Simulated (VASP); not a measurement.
# SrTi2O4 (P1) in VASP: relaxation of cell and atoms with PBE

Aim: the relaxation of cell and atoms of SrTi2O4 with PBE.

Everything below comes from runs of VASP 6.6.1. Logs are shortened: lines on timing, memory, paths and dates and some standing lists are left out, and cuts for length are marked.

## (1) The cell of the first run

The typed cell holds 7 atoms: a = 3.097 Å, b = 5.095 Å, c = 5.847 Å, α = 88.81°, β = 88.66°, γ = 90.27°.

## (2) Relaxation of cell and atoms, PBE

File INCAR:

```
SYSTEM = SrTi2O4
ALGO = Normal ; EDIFF = 1E-6
EDIFFG = -0.025 ; ENCUT = 600
GGA = PE ; IBRION = 2
ISIF = 3 ; ISMEAR = 0
LASPH = .True. ; LCHARG = .False.
LREAL = .False. ; LWAVE = .False.
NELM = 60 ; NSW = 80
PREC = Accurate ; SIGMA = 0.2
```

File KPOINTS:

```
k-points
0
Gamma
  8 4 4
  0 0 0
```

File POSCAR:

```
SrTi2O4
1.0
    0.0077068407     -3.0969675325     -0.0354346008
   -5.0946643759      0.0123287544     -0.0776314733
   -0.0324730564     -0.0698189465     -5.8469305279
Sr Ti O
1 2 4
Direct
    0.0147365995      0.9803254282      0.5192547093
    0.4920883397      0.5307273229      0.9786983611
    0.0508557207      1.0126761638     -0.0248787928
    0.4578039964      0.1648208863      0.2139326352
    0.5399354698      0.8231774692      0.7800354268
   -0.0153839749      0.3181604234      0.8367297341
   -0.0400361512      0.6701123061      0.1962279264
```

Potentials or basis: VASP PAW PBE potentials, release 64 (Sr_sv, Ti_sv, O).

Started as:

```
$ cat potpaw_PBE.64/Sr_sv/POTCAR potpaw_PBE.64/Ti_sv/POTCAR potpaw_PBE.64/O/POTCAR > POTCAR
$ mpirun -np 1 vasp_std > vasp.out
```

OUTCAR:

```text
SYSTEM = SrTi2O4
   EDIFF = 1E-6
   EDIFFG = -0.025
   ENCUT = 600
   GGA = PE
   IBRION = 2
   ISIF = 3
   ISMEAR = 0
   LASPH = .True.
   LREAL = .False.
   NELM = 60
   NSW = 80
   PREC = Accurate

 ion  position               nearest neighbor table
   1  0.015  0.980  0.519-   5 2.23   5 2.39   4 2.40   7 2.50   6 2.56   4 2.67   3 2.68   3 3.18
                             2 3.82   2 3.82   3 3.96
   2  0.492  0.531  0.979-   5 1.87   6 2.05   7 2.08   6 2.10   7 2.19   4 2.29   3 2.82   1 3.82
                             1 3.82
   3  0.051  0.013  0.975-   6 1.75   4 2.06   5 2.12   7 2.16   5 2.20   4 2.42   1 2.68   2 2.82
                             1 3.18   1 3.96
   4  0.458  0.165  0.214-   3 2.06   2 2.29   1 2.40   3 2.42   1 2.67
   5  0.540  0.823  0.780-   2 1.87   3 2.12   3 2.20   1 2.23   1 2.39
   6  0.985  0.318  0.837-   3 1.75   2 2.05   2 2.10   1 2.56
   7  0.960  0.670  0.196-   2 2.08   3 2.16   2 2.19   1 2.50

  LATTYP: Found a triclinic cell.
 ALAT       =     6.5527649047
 B/A-ratio  =     0.4726523652
 C/A-ratio  =     0.7775756948
 COS(alpha) =     0.0047332122
 COS(beta)  =     0.0207612539
 COS(gamma) =     0.4518019837

  Lattice vectors:

 A1 = (   0.0401798971,  -3.0271485860,   5.8114959271)
 A2 = (   0.0077068407,  -3.0969675325,  -0.0354346008)
 A3 = (   5.0946643759,  -0.0123287544,   0.0776314733)

Analysis of symmetry for initial positions (statically):
=====================================================================
 Subroutine PRICEL returns:
 Original cell was already a primitive cell.

 Routine SETGRP: Setting up the symmetry group for a
 triclinic supercell.

 Subroutine GETGRP returns: Found  1 space group operations
 (whereof  1 operations were pure point group operations)
 out of a pool of  2 trial point group operations.

The static configuration has the point symmetry C_1 .

Analysis of symmetry for dynamics (positions and initial velocities):
=====================================================================
 Subroutine PRICEL returns:
 Original cell was already a primitive cell.

 Routine SETGRP: Setting up the symmetry group for a
 triclinic supercell.

 Subroutine GETGRP returns: Found  1 space group operations
 (whereof  1 operations were pure point group operations)
 out of a pool of  2 trial point group operations.

The dynamic configuration has the point symmetry C_1 .

 Subroutine INISYM returns: Found  1 space group operations
 (whereof  1 operations are pure point group operations),
 and found     1 'primitive' translations

----------------------------------------------------------------------------------------

                                     Primitive cell

  volume of cell :      92.2319

  direct lattice vectors                    reciprocal lattice vectors
     0.007706841 -3.096967532 -0.035434601    -0.000840333 -0.322942775  0.003860968
    -5.094664376  0.012328754 -0.077631473    -0.196301700 -0.000501042  0.001096216
    -0.032473056 -0.069818947 -5.846930528     0.002611450  0.001963807 -0.171067863

  length of vectors
     3.097179831  5.095270724  5.847437540     0.322966947  0.196305400  0.171099065

  position of ions in fractional coordinates (direct lattice)
     0.014736599  0.980325428  0.519254709
     0.492088340  0.530727323  0.978698361
     0.050855721  0.012676164  0.975121207
     0.457803996  0.164820886  0.213932635
     0.539935470  0.823177469  0.780035427
     0.984616025  0.318160423  0.836729734
     0.959963849  0.670112306  0.196227926

  ion indices of the primitive-cell ions
   primitive index   ion index
                 1           1
                 2           2
                 3           3
                 4           4
                 5           5
                 6           6
                 7           7

----------------------------------------------------------------------------------------

 KPOINTS: k-points

Automatic generation of k-mesh.
 Grid dimensions read from file:
 generate k-points for:    8    4    4

 Generating k-lattice:

  Cartesian coordinates                     Fractional coordinates (reciprocal lattice)
    -0.000105042 -0.040367847  0.000482621     0.125000000 -0.000000000  0.000000000
    -0.049075425 -0.000125260  0.000274054    -0.000000000  0.250000000  0.000000000
     0.000652863  0.000490952 -0.042766966    -0.000000000  0.000000000  0.250000000

  Length of vectors
     0.040370868  0.049076350  0.042774766

  Shift w.r.t. Gamma in fractional coordinates (k-lattice)
     0.000000000  0.000000000  0.000000000

 Subroutine IBZKPT returns following result:
 ===========================================

 Found     68 irreducible k-points:

 Following reciprocal coordinates:
            Coordinates               Weight
  0.000000  0.000000  0.000000      1.000000
  0.125000  0.000000  0.000000      2.000000
  0.250000  0.000000  0.000000      2.000000
  0.375000  0.000000  0.000000      2.000000
  0.500000  0.000000  0.000000      1.000000
  0.000000  0.250000  0.000000      2.000000
[... 16 lines left out ...]
  0.500000  0.000000  0.250000      2.000000
 -0.375000 -0.000000  0.250000      2.000000
 [... further k-points ...]
   k-points           NKPTS =     68   k-points in BZ     NKDIM =     68   number of bands    NBANDS=     34
   number of dos      NEDOS =    301   number of ions     NIONS =      7
   total plane-waves  NPLWV =  56448
   dimension x,y,z NGX =    28 NGY =   42 NGZ =   48
   dimension x,y,z NGXF=    56 NGYF=   84 NGZF=   96
   ions per type =               1   2   4
   NGX,Y,Z   is equivalent  to a cutoff of  15.03, 13.70, 13.65 a.u.
   NGXF,Y,Z  is equivalent  to a cutoff of  30.06, 27.41, 27.29 a.u.
 SYSTEM =  SrTi2O4
   PREC   = accura    normal or accurate (medium, high low for compatibility)
   ISTART =      0    job   : 0-new  1-cont  2-samecut
   ICHARG =      2    charge: 1-file 2-atom 10-const
   ISPIN  =      1    spin polarized calculation?
   LNONCOLLINEAR =      F non collinear calculations
   LSORBIT =      F    spin-orbit coupling
   LASPH  =      T    aspherical Exc in radial PAW
   ENCUT  =  600.0 eV  44.10 Ry    6.64 a.u.   6.19 10.18 11.68*2*pi/ulx,y,z
   NELM   =     60;   NELMIN=  2; NELMDL= -5     # of ELM steps
   EDIFF  = 0.1E-05   stopping-criterion for ELM
   LREAL  =      F    real-space projection
   EDIFFG = -.3E-01   stopping-criterion for IOM
   NSW    =     80    number of steps for IOM
   IBRION =      2    ionic relax: 0-MD 1-quasi-New 2-CG
   NFREE  =      1    steps in history (QN), initial steepest desc. (CG)
   ISIF   =      3    stress and relaxation
   ISYM   =      2    0-nonsym 1-usesym 2-fastsym
   POTIM  = 0.5000    time-step for ionic-motion
   TEBEG  =    0.0;   TEEND  =   0.0 temperature during run
   PSTRESS=    0.0 pullay stress
   NELECT =      58.0000    total number of electrons
   NUPDOWN=      -1.0000    fix difference up-down
   EMIN   =  10.00;   EMAX   =-10.00  energy-range for DOS
   EFERMI =   0.00;   METHOD = LEGACY
   ISMEAR =     0;   SIGMA  =   0.20  broadening in eV -4-tet -1-fermi 0-gaus
   EFERMI_NEDOS =   21; number of points for ismear=-14 and -15
   IALGO  =     38    algorithm
   IMIX   =      4    mixing-type and parameters
     AMIX     =   0.40;   BMIX     =  1.00
     AMIX_MAG =   1.60;   BMIX_MAG =  1.00
  volume/ion in A,a.u.               =      13.18        88.92
  Fermi-wavevector in a.u.,A,eV,Ry     =   1.402567  2.650468 26.765320  1.967196
  Thomas-Fermi vector in A             =   2.525316
   LORBIT       =      0    0 simple, 1 ext, 2 COOP (PROOUT), +10 PAW based schemes
   GGA     = PE    functional components
   LHFCALC =     F    Hartree Fock is set to
   AEXX    =    0.0000 exact exchange contribution
   IVDW    =     0    specifies the selected vdW correction
   LEPSILON=     F    determine dielectric tensor
   LRPA    =     F    only Hartree local field effects (RPA)
 conjugate gradient relaxation of ions
 non-spin polarized calculation
 Gauss-broadening in eV      SIGMA  =   0.20
  energy-cutoff  :      600.00
  volume of cell :       92.23
 maximum number of plane-waves:      3094
 NGX is ok and might be reduce to    28
   NGX = 13   NGY = 21   NGZ = 23

--------------------------------------- Ionic step        1  -------------------------------------------

 number of electron      58.0000000 magnetization

 Free energy of the ion-electron system (eV)
  ---------------------------------------------------
  ext. energy  EPLUGINS =         0.00000000
  ---------------------------------------------------
  free energy    TOTEN  =       -54.66308059 eV

  energy without entropy =      -54.53222879  energy(sigma->0) =      -54.59765469

------------------------ aborting loop because EDIFF is reached ----------------------------------------

  FORCE on cell =-STRESS in cart. coord.  units (eV):
  Direction    XX          YY          ZZ          XY          YZ          ZX
  --------------------------------------------------------------------------------------
  -------------------------------------------------------------------------------------
  Total        6.5156207      2.0502814      6.0334110      0.1034274     -1.0913717     -4.9298189
  in kB      113.1840402     35.6158135    104.8074876      1.7966571    -18.9584180    -85.6367861
  external PRESSURE =      84.5357804 kB  Pullay stress =       0.0000000 kB
[... 104 lines left out ...]
  FREE ENERGIE OF THE ION-ELECTRON SYSTEM (eV)
  ---------------------------------------------------
  free  energy   TOTEN  =       -56.1354681398 eV

  energy  without entropy=      -56.0337416509  energy(sigma->0) =      -56.08460490

[... ionic steps 4 to 18 ...]

--------------------------------------- Ionic step       19  -------------------------------------------

 number of electron      58.0000002 magnetization

------------------------ aborting loop because EDIFF is reached ----------------------------------------
[... 77 lines left out ...]
--------------------------------------- Ionic step       21  -------------------------------------------

 number of electron      58.0000002 magnetization

 Free energy of the ion-electron system (eV)
  ---------------------------------------------------
  ext. energy  EPLUGINS =         0.00000000
  ---------------------------------------------------
  free energy    TOTEN  =       -56.65838611 eV

  energy without entropy =      -56.58616654  energy(sigma->0) =      -56.62227632

 E-fermi :   6.4553     XC(G=0): -10.4328

 val. band max:        6.4076547175   @ k =   0.5000   0.2500   0.5000
 cond. band min:       6.4695449707   @ k =   0.1250   0.2500   0.5000
 fundamental gap:      0.0618902532
 Fermi energy:         6.4553346268

 k-point     1 :       0.0000    0.0000    0.0000
  band No.  band energies     occupation
      1     -51.9460      2.00000
      2     -51.6542      2.00000
      3     -29.6981      2.00000
      4     -28.4656      2.00000
      5     -28.1720      2.00000
      6     -28.1637      2.00000
[... 877 lines left out ...]
     33       7.5897      0.00000
     34       7.8260      0.00000

 [... further k-points ...]
[... 5 lines left out ...]
  --------------------------------------------------------------------------------------
  -------------------------------------------------------------------------------------
  Total        0.0006521     -0.0848365     -0.0310872     -0.0257977      0.0562268      0.0485357
  in kB        0.0111805     -1.4545788     -0.5330112     -0.4423184      0.9640464      0.8321778
  external PRESSURE =      -0.6588032 kB  Pullay stress =       0.0000000 kB
[... 22 lines left out ...]
  FREE ENERGIE OF THE ION-ELECTRON SYSTEM (eV)
  ---------------------------------------------------
  free  energy   TOTEN  =       -56.6583861072 eV

  energy  without entropy=      -56.5861665397  energy(sigma->0) =      -56.62227632

 reached required accuracy - stopping structural energy minimisation
```

Run time: 57 min. Hardware: 1 thread of Intel Xeon Platinum 8375C at 2.90GHz (Ice Lake), shared host; peak memory 0.41 GiB.

Results:

```
Free energy                           : -56.6584 eV
Relaxed volume                        : 13.35 Å³/atom
Relaxed cell                          : a = 3.086 Å, b = 4.995 Å, c = 6.063 Å, α = 90.36°, β = 90.11°, γ = 89.95°
Space group after relaxing (to 0.1 Å) : P2/m (No. 10)
Energy gained by relaxing             : 285.0 meV/atom
Ionic steps                           : 21
Pressure after relaxing               : -0.1 GPa
Largest force after relaxing          : 0.023 eV/Å
Band gap on the k mesh                : zero (bands 29 and 30 overlap by 1.12 eV)
```

Forces in eV/Å, atoms in the order of the input:
```
Sr  -0.003  0.014  0.018
Ti  -0.001  0.007 -0.016
Ti   0.009 -0.007  0.016
O    0.003 -0.018 -0.014
O   -0.004 -0.016  0.000
O    0.000  0.017  0.009
O   -0.005  0.003 -0.013
```

Stress tensor (GPa, compression positive):
```
 0.00 -0.04  0.08
-0.04 -0.15  0.10
 0.08  0.10 -0.05
```

The path:
| step | energy change (eV) | largest force (eV/Å) | pressure (GPa) | volume (Å³) |
| --- | --- | --- | --- | --- |
| 1 | 0.0000 | 6.7147 | 8.45 | 92.23 |
| 2 | -0.5987 | 4.6608 | -7.16 | 101.69 |
| 3 | -1.4724 | 1.4022 | -4.28 | 97.13 |
| 4 | -1.4740 | 1.3862 | -4.10 | 96.99 |
| 5 | -1.7563 | 1.3985 | 1.77 | 93.34 |
| 6 | -1.7674 | 1.5815 | 3.48 | 92.47 |
| 7 | -1.9200 | 0.6243 | 0.73 | 93.76 |
| 8 | -1.9204 | 0.6132 | 0.81 | 93.70 |
| 9 | -1.9559 | 0.2363 | -1.40 | 94.68 |
| 10 | -1.9568 | 0.2602 | -1.83 | 94.88 |
| 11 | -1.9810 | 0.2047 | -0.01 | 93.53 |
| 12 | -1.9815 | 0.1982 | 0.40 | 93.27 |
| 13 | -1.9873 | 0.1780 | 0.00 | 93.42 |
| 14 | -1.9877 | 0.2549 | -0.17 | 93.48 |
| 15 | -1.9917 | 0.0926 | -0.11 | 93.41 |
| 16 | -1.9919 | 0.0894 | -0.08 | 93.39 |
| 17 | -1.9934 | 0.0699 | 0.16 | 93.27 |
| 18 | -1.9939 | 0.0829 | 0.49 | 93.13 |
| 19 | -1.9948 | 0.0576 | 0.23 | 93.29 |
| 20 | -1.9951 | 0.0436 | -0.06 | 93.46 |
| 21 | -1.9953 | 0.0232 | -0.07 | 93.45 |

Final structure:
```
Sr Ti O
1.0
    -0.00040   -3.08578    0.00268
    -4.99512   -0.00329   -0.00499
     0.04450    0.00589   -6.06236
Sr Ti O
1 2 4
Direct
  0.00082 0.99945 0.50041
  0.50035 0.50008 0.99956
  0.99932 0.00030 0.00038
  0.49931 0.15620 0.19716
  0.49932 0.84404 0.80295
  0.00038 0.33710 0.81727
  0.00050 0.66284 0.18227
```

Levels at points of the mesh, in eV from the Fermi level:
```tsv
k point	band 26	band 27	band 28	band 29	band 30	band 31	band 32	band 33
(0.00, 0.00, 0.00)	-3.98	-3.60	-3.31	-1.05	0.04	0.33	0.49	1.55
(0.50, 0.00, 0.00)	-4.81	-4.55	-4.18	0.42	0.51	0.76	0.91	1.17
(0.00, 0.50, 0.00)	-4.27	-4.21	-3.81	-0.57	0.20	0.69	0.82	1.09
(0.50, 0.50, 0.00)	-4.49	-4.02	-4.00	-0.71	-0.69	1.19	1.36	1.66
(0.00, 0.00, 0.50)	-4.66	-3.66	-3.35	-0.34	0.08	0.51	0.90	1.06
(0.50, 0.00, 0.50)	-5.02	-4.59	-4.36	0.38	0.71	0.77	0.92	1.16
(0.00, 0.50, 0.50)	-4.22	-4.11	-3.81	0.04	0.10	0.77	0.84	1.09
(0.50, 0.50, 0.50)	-4.87	-4.00	-3.98	-0.54	-0.43	1.21	1.39	1.76
```

Caveat: semilocal functionals often make such compounds metallic where correlation or magnetic order opens a gap, which also shifts bond lengths.
